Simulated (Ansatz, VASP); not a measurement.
# One calculation of Ba, two programs

Contents of INCAR:

```
SYSTEM = Ba
  PREC = Accurate
  ENCUT = 520
  EDIFF = 1E-6
  ISMEAR = -1
  SIGMA = 0.1
  LREAL = .FALSE.
  LASPH = .TRUE.
  NELM = 60
  ALGO = Normal
  ISIF = 2
  LWAVE = .FALSE.
  LCHARG = .FALSE.
  GGA = PE
  NBANDS = 11
```

File KPOINTS:

```
regular mesh
0
G
  10 10 10
  0 0 0
```

Contents of POSCAR:

```
Ba
1.0
    0.0000000000      2.5565635111      2.5565635111
    2.5565635111      0.0000000000      2.5565635111
    2.5565635111      2.5565635111      0.0000000000
Ba
1
Direct
    0.0000000000      0.0000000000      0.0000000000
```

Input for Ansatz:

```yaml
crystal:
  lattice:
    - [0.0, 2.5565635111, 2.5565635111]
    - [2.5565635111, 0.0, 2.5565635111]
    - [2.5565635111, 2.5565635111, 0.0]
  atoms:
    - { symbol: Ba, position: [0.0, 0.0, 0.0] }
kpoints:
  mp_grid: { grid: [10, 10, 10] }
scf:
  occupations: { method: fermi_dirac, width: 0.1 }
hamiltonian:
  xc: pbe
  pseudopotentials: { kind: all_electron, lapw: { basis_error: 0.001 } }
output:
  forces: true
  stress: true
  eigenvalues: true
  populations: true
```

Change from the starting cell: volume scaled by 0.52, LAPW.

Alike in both runs: task single point; functional PBE; k mesh 10 × 10 × 10; occupations fermi-dirac, width 0.1 eV; no spin polarisation.

|  | VASP | Ansatz |
| --- | --- | --- |
| version | VASP 6.6.1 | Ansatz 0.2.0 |
| potentials or method | VASP PAW PBE potentials, release 64 (Ba_sv), cutoff 520 eV | all-electron LAPW, scalar-relativistic |

Ansatz gave:

```
pressure (GPa) : 11.4
```

Task: Estimate VASP's values.

Result: Pressure (GPa): 13.0.

Ansatz ran all-electron here, and VASP with PAW potentials.

Neither program's run includes spin-orbit coupling.
